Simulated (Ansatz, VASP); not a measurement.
Two plane-wave programs on Rh

The input INCAR:

```
PREC = Accurate
ENCUT = 520
EDIFF = 1E-6
ISMEAR = 0
SIGMA = 0.1
LREAL = False
LASPH = True
NELM = 80
ALGO = Fast
ISIF = 2
LWAVE = False
LCHARG = False
GGA = PE
NBANDS = 22
```

File KPOINTS:

```
Automatic mesh
0
Gamma
  18 18 10
```

Contents of POSCAR:

```
Rh
1.0
    2.6561229067      0.0000000000      0.0000000000
   -1.3280614533      2.3002699128      0.0000000000
    0.0000000000      0.0000000000      4.4399587865
Rh
2
Direct
    0.6666666700      0.3333333300      0.7500000000
    0.3333333300      0.6666666700      0.2500000000
```

Input for Ansatz:

```yaml
crystal:
  lattice:
    - [2.6561229067, 0.0, 0.0]
    - [-1.3280614533, 2.3002699128, 0.0]
    - [0.0, 0.0, 4.4399587865]
  atoms:
    - { symbol: Rh, position: [0.66666667, 0.33333333, 0.75] }
    - { symbol: Rh, position: [0.33333333, 0.66666667, 0.25] }
basis:
  ecutwfc: 420
kpoints:
  mp_grid: { grid: [18, 18, 10] }
hamiltonian:
  xc: pbe
scf:
  occupations: { method: gaussian, width: 0.1 }
output:
  forces: true
  stress: true
  eigenvalues: true
```

Alike in both runs: task single point; functional PBE; k mesh 18 × 18 × 10; occupations gaussian, width 0.1 eV; no spin polarisation.

|  | VASP | Ansatz |
| --- | --- | --- |
| version | VASP 6.6.1 | Ansatz 0.2.0 |
| potentials or method | VASP PAW PBE potentials, release 64 (Rh_pv), cutoff 520 eV | scalar-relativistic, plane waves, PAW |
| valence electrons in the cell | 30 | 34 |

Ansatz gave:

- gap on the k mesh at the Fermi level (eV): none
- pressure (GPa): 11.1
- traceless stress, the component that is largest in VASP (GPa): -7.03

**Question.** Estimate VASP's values.

**Answer.** gap on the k mesh at the Fermi level (eV): none; pressure (GPa): 11.2; traceless stress, the component that is largest in VASP (GPa): -7.04.

A gap of «none» marks a metal or a gap that the smearing closes. VASP's potentials hold 30 valence electrons a cell and Ansatz's 34, so a difference there can come from the potentials and not from the codes.
